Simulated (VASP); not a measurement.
# Na (P1) in VASP: single point with PBE

Aim: the single point of Na with PBE.

Program: VASP 6.6.1. These are calculated values, not measurements. Logs are shortened: lines on timing, memory, paths and dates and some standing lists are left out, and cuts for length are marked.

## Step 1: The cell of the first run

The typed cell holds 16 atoms: a = 9.213 Å, b = 9.213 Å, c = 9.213 Å, α = 109.14°, β = 109.14°, γ = 110.14°.

## Step 2: Single point, PBE

File INCAR:

```
SYSTEM = Na
PREC = Accurate ; ENCUT = 520
EDIFF = 1E-6 ; ISMEAR = -1
SIGMA = 0.05 ; LREAL = Auto
LASPH = .True. ; NELM = 100
ALGO = Normal ; ISIF = 2
LWAVE = .False. ; LCHARG = .False.
GGA = PE ; NBANDS = 70
```

File KPOINTS:

```
Automatic mesh
0
Gamma
  2 2 2
  0.5 0.5 0.5
```

File POSCAR:

```
Na
1.0
   -7.5531643200      0.0000000000      5.2745533600
    7.5531643200      0.0000000000      5.2745533600
    0.0000000000      7.5531643200     -5.2745533600
Na
16
Direct
   -0.0132953792      0.0109095755      0.0075778836
    0.7265329158      0.0076818793      0.2426526052
    0.5208240313      0.0091077709      0.4716783389
    0.2559469486      0.0016142056      0.7713716733
    0.7073984835      0.2553423842     -0.0472985870
    0.5187047465      0.2899336081      0.2683967823
    0.2577633524      0.2656143666      0.5313988720
    0.0045577720      0.3057016242      0.7928862323
    0.4933242120      0.5628464649      0.0632229063
    0.2721623592      0.5359773533      0.2815241282
    0.0206604594      0.4941356612      0.4774011060
    0.2548043204      0.7832417846      0.0120386630
    0.0211125963      0.7443083019      0.2511936613
    0.7152539698      0.5126513340      0.7608995060
    0.7975088852      0.7685810093      0.5384430720
    0.5392792920      0.7879424907      0.7730726822
```

Potentials or basis: VASP PAW PBE potentials, release 64 (Na_pv).

Started as:

```console
$ cat potpaw_PBE.64/Na_pv/POTCAR > POTCAR
$ mpirun -np 1 vasp_std > vasp.out
```

OUTCAR:

```text
SYSTEM = Na
   PREC = Accurate
   ENCUT = 520
   EDIFF = 1E-6
   ISMEAR = -1
   LREAL = Auto
   LASPH = .True.
   NELM = 100
   ISIF = 2
   GGA = PE

 ion  position               nearest neighbor table
   1  0.987  0.011  0.008-
   2  0.727  0.008  0.243-
   3  0.521  0.009  0.472-
   4  0.256  0.002  0.771-
   5  0.707  0.255  0.953-
   6  0.519  0.290  0.268-
[... 8 lines left out ...]
  15  0.798  0.769  0.538-
  16  0.539  0.788  0.773-

  LATTYP: Found a body centered tetragonal cell.
 ALAT       =    10.6817874202
 C/A-ratio  =     0.9875787923

  Lattice vectors:

 A1 = (  -7.5531643200,   0.0000000000,   5.2745533600)
 A2 = (   7.5531643200,   0.0000000000,   5.2745533600)
 A3 = (   0.0000000000,   7.5531643200,  -5.2745533600)

Analysis of symmetry for initial positions (statically):
=====================================================================
 Subroutine PRICEL returns:
 Original cell was already a primitive cell.

 Routine SETGRP: Setting up the symmetry group for a
 body centered tetragonal supercell.

 Subroutine GETGRP returns: Found  1 space group operations
 (whereof  1 operations were pure point group operations)
 out of a pool of 16 trial point group operations.

The static configuration has the point symmetry C_1 .

Analysis of symmetry for dynamics (positions and initial velocities):
=====================================================================
 Subroutine PRICEL returns:
 Original cell was already a primitive cell.

 Routine SETGRP: Setting up the symmetry group for a
 body centered tetragonal supercell.

 Subroutine GETGRP returns: Found  1 space group operations
 (whereof  1 operations were pure point group operations)
 out of a pool of 16 trial point group operations.

The dynamic configuration has the point symmetry C_1 .

 Subroutine INISYM returns: Found  1 space group operations
 (whereof  1 operations are pure point group operations),
 and found     1 'primitive' translations

----------------------------------------------------------------------------------------

                                     Primitive cell

  volume of cell :     601.8296

  direct lattice vectors                    reciprocal lattice vectors
    -7.553164320  0.000000000  5.274553360    -0.066197421  0.066197421  0.094794756
     7.553164320  0.000000000  5.274553360     0.066197421  0.066197421  0.094794756
     0.000000000  7.553164320 -5.274553360     0.000000000  0.132394842  0.000000000

  length of vectors
     9.212556887  9.212556887  9.212556887     0.133230038  0.133230038  0.132394842

  position of ions in fractional coordinates (direct lattice)
     0.986704621  0.010909576  0.007577884
     0.726532916  0.007681879  0.242652605
     0.520824031  0.009107771  0.471678339
     0.255946949  0.001614206  0.771371673
     0.707398484  0.255342384  0.952701413
     0.518704746  0.289933608  0.268396782
[... 8 lines left out ...]
     0.797508885  0.768581009  0.538443072
     0.539279292  0.787942491  0.773072682

  ion indices of the primitive-cell ions
   primitive index   ion index
                 1           1
                 2           2
                 3           3
                 4           4
                 5           5
                 6           6
[... 8 lines left out ...]
                15          15
                16          16

----------------------------------------------------------------------------------------

 KPOINTS: Automatic mesh

Automatic generation of k-mesh.
 Grid dimensions read from file:
 generate k-points for:    2    2    2

 Generating k-lattice:

  Cartesian coordinates                     Fractional coordinates (reciprocal lattice)
    -0.033098711  0.033098711  0.047397378     0.500000000  0.000000000 -0.000000000
     0.033098711  0.033098711  0.047397378     0.000000000  0.500000000 -0.000000000
     0.000000000  0.066197421  0.000000000     0.000000000  0.000000000  0.500000000

  Length of vectors
     0.066615019  0.066615019  0.066197421

  Shift w.r.t. Gamma in fractional coordinates (k-lattice)
     0.500000000  0.500000000  0.500000000

 Subroutine IBZKPT returns following result:
 ===========================================

 Found      4 irreducible k-points:

 Following reciprocal coordinates:
            Coordinates               Weight
  0.250000  0.250000  0.250000      2.000000
 -0.250000  0.250000  0.250000      2.000000
  0.250000 -0.250000  0.250000      2.000000
 -0.250000 -0.250000  0.250000      2.000000
   k-points           NKPTS =      4   k-points in BZ     NKDIM =      4   number of bands    NBANDS=     70
   number of dos      NEDOS =    301   number of ions     NIONS =     16
   total plane-waves  NPLWV = 343000
   dimension x,y,z NGX =    70 NGY =   70 NGZ =   70
   dimension x,y,z NGXF=   140 NGYF=  140 NGZF=  140
   ions per type =              16
   NGX,Y,Z   is equivalent  to a cutoff of  12.63, 12.63, 12.63 a.u.
   NGXF,Y,Z  is equivalent  to a cutoff of  25.26, 25.26, 25.26 a.u.
 SYSTEM =  Na
   PREC   = accura    normal or accurate (medium, high low for compatibility)
   ISTART =      0    job   : 0-new  1-cont  2-samecut
   ICHARG =      2    charge: 1-file 2-atom 10-const
   ISPIN  =      1    spin polarized calculation?
   LNONCOLLINEAR =      F non collinear calculations
   LSORBIT =      F    spin-orbit coupling
   LASPH  =      T    aspherical Exc in radial PAW
   ENCUT  =  520.0 eV  38.22 Ry    6.18 a.u.  17.13 17.13 17.13*2*pi/ulx,y,z
   NELM   =    100;   NELMIN=  2; NELMDL= -5     # of ELM steps
   EDIFF  = 0.1E-05   stopping-criterion for ELM
   LREAL  =      T    real-space projection
   EDIFFG = 0.1E-04   stopping-criterion for IOM
   NSW    =      0    number of steps for IOM
   IBRION =     -1    ionic relax: 0-MD 1-quasi-New 2-CG
   NFREE  =      0    steps in history (QN), initial steepest desc. (CG)
   ISIF   =      2    stress and relaxation
   ISYM   =      2    0-nonsym 1-usesym 2-fastsym
   POTIM  = 0.5000    time-step for ionic-motion
   TEBEG  =    0.0;   TEEND  =   0.0 temperature during run
   PSTRESS=    0.0 pullay stress
   NELECT =     112.0000    total number of electrons
   NUPDOWN=      -1.0000    fix difference up-down
   EMIN   =  10.00;   EMAX   =-10.00  energy-range for DOS
   EFERMI =   0.00;   METHOD = LEGACY
   ISMEAR =    -1;   SIGMA  =   0.05  broadening in eV -4-tet -1-fermi 0-gaus
   EFERMI_NEDOS =   21; number of points for ismear=-14 and -15
   IALGO  =     38    algorithm
   IMIX   =      4    mixing-type and parameters
     AMIX     =   0.40;   BMIX     =  1.00
     AMIX_MAG =   1.60;   BMIX_MAG =  1.00
  volume/ion in A,a.u.               =      37.61       253.83
  Fermi-wavevector in a.u.,A,eV,Ry     =   0.934666  1.766262 11.886050  0.873600
  Thomas-Fermi vector in A             =   2.061494
   LORBIT       =      0    0 simple, 1 ext, 2 COOP (PROOUT), +10 PAW based schemes
   GGA     = PE    functional components
   LHFCALC =     F    Hartree Fock is set to
   AEXX    =    0.0000 exact exchange contribution
   IVDW    =     0    specifies the selected vdW correction
   LEPSILON=     F    determine dielectric tensor
   LRPA    =     F    only Hartree local field effects (RPA)
 non-spin polarized calculation
  energy-cutoff  :      520.00
  volume of cell :      601.83
 maximum number of plane-waves:     16230
 NGX is ok and might be reduce to    70
   NGX = 35   NGY = 35   NGZ = 35

 number of electron     112.0000031 magnetization

 Free energy of the ion-electron system (eV)
  ---------------------------------------------------
  ext. energy  EPLUGINS =         0.00000000
  ---------------------------------------------------
  free energy    TOTEN  =       -20.00724061 eV

  energy without entropy =      -19.87685440  energy(sigma->0) =      -19.94204750

 E-fermi :   0.1579     XC(G=0):  -6.4563

 val. band max:        0.1321222604   @ k =  -0.2500  -0.2500   0.2500
 cond. band min:       0.5107672667   @ k =   0.2500   0.2500   0.2500
 fundamental gap:      0.3786450063
 Fermi energy:         0.1578521306

 k-point     1 :       0.2500    0.2500    0.2500
  band No.  band energies     occupation
      1     -24.6980      2.00000
      2     -24.6933      2.00000
      3     -24.6906      2.00000
      4     -24.6881      2.00000
      5     -24.6860      2.00000
      6     -24.6857      2.00000
[... 60 lines left out ...]
     67       3.1359      0.00000
     68       3.1685      0.00000

 k-point     2 :      -0.2500    0.2500    0.2500
  band No.  band energies     occupation
      1     -24.6983      2.00000
      2     -24.6940      2.00000
      3     -24.6904      2.00000
      4     -24.6872      2.00000
      5     -24.6864      2.00000
      6     -24.6853      2.00000
[... 60 lines left out ...]
     67       2.6613      0.00000
     68       2.6891      0.00000

 k-point     3 :       0.2500   -0.2500    0.2500
  band No.  band energies     occupation
      1     -24.6983      2.00000
      2     -24.6942      2.00000
      3     -24.6902      2.00000
      4     -24.6874      2.00000
      5     -24.6860      2.00000
      6     -24.6856      2.00000
[... 60 lines left out ...]
     67       2.6566      0.00000
     68       2.6723      0.00000

 k-point     4 :      -0.2500   -0.2500    0.2500
  band No.  band energies     occupation
      1     -24.6980      2.00000
      2     -24.6937      2.00000
      3     -24.6905      2.00000
      4     -24.6878      2.00000
      5     -24.6859      2.00000
      6     -24.6847      2.00000
[... 60 lines left out ...]
     67       2.6826      0.00000
     68       2.7411      0.00000
 [bands above 68 left out]

------------------------ aborting loop because EDIFF is reached ----------------------------------------

  FORCE on cell =-STRESS in cart. coord.  units (eV):
  Direction    XX          YY          ZZ          XY          YZ          ZX
  --------------------------------------------------------------------------------------
  -------------------------------------------------------------------------------------
  Total        0.5547445      0.2455945      1.1996468     -0.1162361     -0.1356495     -0.3232316
  in kB        1.4768284      0.6538162      3.1936729     -0.3094410     -0.3611231     -0.8605000
  external PRESSURE =       1.7747725 kB  Pullay stress =       0.0000000 kB

 VOLUME and BASIS-vectors are now :
 -----------------------------------------------------------------------------
  energy-cutoff  :      520.00
  volume of cell :      601.83
      direct lattice vectors                 reciprocal lattice vectors
    -7.553164320  0.000000000  5.274553360    -0.066197421  0.066197421  0.094794756
     7.553164320  0.000000000  5.274553360     0.066197421  0.066197421  0.094794756
     0.000000000  7.553164320 -5.274553360     0.000000000  0.132394842  0.000000000

 POSITION                                       TOTAL-FORCE (eV/Angst)
 -----------------------------------------------------------------------------------
     -7.37034      0.05724      5.22200        -0.015479      0.170693      0.140454
     -5.42960      1.83279      2.59277        -0.115185      0.070347      0.252414
     -3.86508      3.56266      0.30726         0.088039      0.179314     -0.133213
     -1.92102      5.82630     -2.71012         0.083830     -0.071697      0.100147
     -3.41445      7.19591      0.05295        -0.050901      0.222314     -0.040916
     -1.72795      2.02724      2.84953        -0.008568     -0.019550     -0.057760
[... 8 lines left out ...]
     -0.21850      4.06695      5.42038         0.098774     -0.063668      0.053889
      1.87819      5.83914      2.92289         0.126563     -0.126575     -0.155399
 -----------------------------------------------------------------------------------
    total drift:                               -0.003051      0.000252      0.000392

  FREE ENERGIE OF THE ION-ELECTRON SYSTEM (eV)
  ---------------------------------------------------
  free  energy   TOTEN  =       -20.0072406083 eV

  energy  without entropy=      -19.8768544000  energy(sigma->0) =      -19.94204750
```

Run time: 7 min. Hardware: 1 thread of AMD EPYC 7R43 (Zen 3), shared host; peak memory 0.62 GiB.

Results:

| Property | Result |
| --- | --- |
| Free energy | -20.0072 eV |
| Pressure | 0.2 GPa |
| Largest force | 0.322 eV/Å |
| Band gap on the k mesh | zero (bands 56 and 57 overlap by 0.54 eV) |

Forces in eV/Å, atoms in the order of the input:
```
Na  -0.015  0.171  0.140
Na  -0.115  0.070  0.252
Na   0.088  0.179 -0.133
Na   0.084 -0.072  0.100
Na  -0.051  0.222 -0.041
Na  -0.009 -0.020 -0.058
Na  -0.036 -0.036 -0.089
Na  -0.124 -0.111  0.002
Na  -0.236 -0.206  0.074
Na  -0.081 -0.001 -0.091
Na   0.103  0.102 -0.131
Na   0.071 -0.128 -0.038
Na   0.185  0.022 -0.021
Na  -0.089 -0.004  0.133
Na   0.099 -0.064  0.054
Na   0.127 -0.127 -0.155
```

Levels at points of the mesh, in eV from the Fermi level:
| k point | band 55 | band 56 | band 57 | band 58 | band 59 | band 60 | band 61 | band 62 |
| --- | --- | --- | --- | --- | --- | --- | --- | --- |
| (0.25, 0.25, 0.25) | 0.46 | 0.47 | 0.49 | 0.52 | 0.54 | 0.58 | 0.59 | 0.63 |

Caveat: the k points lie up to 0.42 Å⁻¹ apart, too coarse for converged energies and pressures of a metal; the atoms stand as in a frame of molecular dynamics.
